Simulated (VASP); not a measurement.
The system is RbBr.

```
Rb Br
1.0
     0.00000    3.46105    3.46105
     3.46105    0.00000    3.46105
     3.46105    3.46105    0.00000
Rb Br
1 1
Direct
  0.00000 0.00000 0.00000
  0.50000 0.50000 0.50000
```

Base run:

```yaml
Program: VASP 6.6.1
Functional: PBE0
Potentials_or_basis: VASP PAW PBE potentials, release 64 (Rb_sv, Br)
Cutoff: 520 eV
k_mesh: 4 × 4 × 4
Occupations: gaussian, width 0.01 eV
Spin: no spin polarisation
```

Its results: band gap on the k mesh 6.17 eV; pressure 0.3 GPa.

Task: The run is repeated on the same cell with these changes: functional from PBE0 to r2SCANh; share of exact exchange from 0.25 to 0.1. What comes out?

Result: Band gap on the k mesh 5.52 eV; pressure 0.0 GPa.

Caveats: the PAW data sets were made with another functional, which shifts forces and pressure a little.

